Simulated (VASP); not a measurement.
A run of VASP 6.6.1 is set up as follows.

The input INCAR:

```
PREC = Accurate
ENCUT = 520
EDIFF = 1E-6
ISMEAR = -1
SIGMA = 0.05
LREAL = F
LASPH = T
NELM = 80
ALGO = Normal
ISIF = 2
LWAVE = F
LCHARG = F
GGA = PS
NBANDS = 29
```

File KPOINTS:

```
Automatic mesh
0
Gamma
  7 7 7
```

Contents of POSCAR:

```
TiPt3
1.0
    3.8759762224      0.0000000000      0.0000000000
    0.0000000000      3.8759762224      0.0000000000
    0.0000000000      0.0000000000      3.8759762224
Pt Ti
3 1
Direct
    0.5000000000      0.5000000000      0.0000000000
    0.5000000000      0.0000000000      0.5000000000
    0.0000000000      0.5000000000      0.5000000000
    0.0000000000      0.0000000000      0.0000000000
```

Potentials or basis: VASP PAW PBE potentials, release 64 (Pt, Ti_sv).

Command:

```bash
$ cat potpaw_PBE.64/Pt/POTCAR potpaw_PBE.64/Ti_sv/POTCAR > POTCAR
$ mpirun -np 1 vasp_std > vasp.out
```

Task: What does it give for the band gap on the k mesh?

Result: Zero (band 21 reaches 13.45 eV, above the bottom of band 22 at 11.88 eV).

Task: Predict the pressure.

Result: 4.7 GPa.

Caveat: the PAW data sets were made with another functional, which shifts forces and pressure a little; spin-orbit coupling is left out, which moves the levels of the heavy elements.
